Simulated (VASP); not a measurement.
A run of VASP 6.6.1:

The input INCAR:

```
SYSTEM = GaAs
PREC     = Accurate       ! precision mode
ENCUT    = 520            ! plane-wave cutoff, eV
EDIFF    = 1E-6           ! SCF threshold, eV
ISMEAR   = -1             ! smearing method
SIGMA    = 0.05           ! smearing width, eV
LREAL    = .FALSE.        ! projectors in reciprocal space
LASPH    = .TRUE.         ! aspherical terms in the spheres
NELM     = 80             ! most SCF steps
ALGO     = Normal         ! electronic algorithm
ISIF     = 2              ! what is computed and relaxed
LWAVE    = .FALSE.        ! write WAVECAR
LCHARG   = .TRUE.         ! write CHGCAR
LELF     = .TRUE.         ! ELF
LVHAR    = .TRUE.       
NBANDS   = 16             ! bands
```

File KPOINTS:

```
regular mesh
0
G
  8 8 8
  0 0 0
```

File POSCAR:

```
GaAs
1.0
    0.0000000000      2.8268500000      2.8268500000
    2.8268500000      0.0000000000      2.8268500000
    2.8268500000      2.8268500000      0.0000000000
As Ga
1 1
Direct
    0.7500000000      0.7500000000      0.7500000000
    0.0000000000      0.0000000000      0.0000000000
```

Potentials or basis: VASP PAW LDA potentials, release 64 (As, Ga_d).

The run is started by

```bash
$ cat potpaw_LDA.64/As/POTCAR potpaw_LDA.64/Ga_d/POTCAR > POTCAR
$ mpirun -np 1 vasp_std > vasp.out
```

Hardware: 1 thread of AMD EPYC 9R45 (Zen 5) (shared host).

How long does it take, and how much memory?

Wall time 19 s on 1 thread of AMD EPYC 9R45 (Zen 5), with other jobs on the host, peak memory 0.12 GiB. Counts: scf iterations 12, k points 29.
